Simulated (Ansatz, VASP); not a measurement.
# ReBi in VASP and in Ansatz

The input INCAR:

```
ALGO = Normal
EDIFF = 1E-6
ENCUT = 520
GGA = PE
ISIF = 2
ISMEAR = -1
LASPH = T
LCHARG = F
LREAL = F
LWAVE = F
NBANDS = 18
NELM = 60
PREC = Accurate
SIGMA = 0.05
```

KPOINTS

```
k-points
0
Gamma
  11 11 11
```

POSCAR

```
ReBi
1.0
    3.1523333882      0.0000000000      0.0000000000
    0.0000000000      3.1523333882      0.0000000000
    0.0000000000      0.0000000000      3.1523333882
Re Bi
1 1
Direct
    0.0000000000      0.0000000000      0.0000000000
    0.5000000000      0.5000000000      0.5000000000
```

Input for Ansatz:

```yaml
crystal:
  lattice:
    - [3.1523333882, 0.0, 0.0]
    - [0.0, 3.1523333882, 0.0]
    - [0.0, 0.0, 3.1523333882]
  atoms:
    - { symbol: Re, position: [0.0, 0.0, 0.0] }
    - { symbol: Bi, position: [0.5, 0.5, 0.5] }
kpoints:
  mp_grid: { grid: [11, 11, 11] }
scf:
  occupations: { method: fermi_dirac, width: 0.05 }
hamiltonian:
  xc: pbe
  pseudopotentials: { kind: all_electron, lapw: { basis_error: 0.001 } }
output:
  forces: true
  stress: true
  eigenvalues: true
  populations: true
```

Change from the starting cell: volume scaled by 0.8, LAPW.

Alike in both runs: task single point; functional PBE; k mesh 11 × 11 × 11; occupations fermi-dirac, width 0.05 eV; no spin polarisation.

|  | VASP | Ansatz |
| --- | --- | --- |
| version | VASP 6.6.1 | Ansatz 0.2.0 |
| potentials or method | VASP PAW PBE potentials, release 64 (Re, Bi_d), cutoff 520 eV | all-electron LAPW, scalar-relativistic |

Ansatz gave:

| Item | Value |
| --- | --- |
| pressure (GPa) | 60.2 |

**Question.** What did VASP give for the same quantities?

**Answer.** Pressure (GPa): 61.5.

Both programs put the cell under a high pressure, so it lies far from rest at this level. Ansatz ran all-electron here, and VASP with PAW potentials.

Spin-orbit coupling is off throughout. Noted on VASP's run: the cell as given lies far from equilibrium.
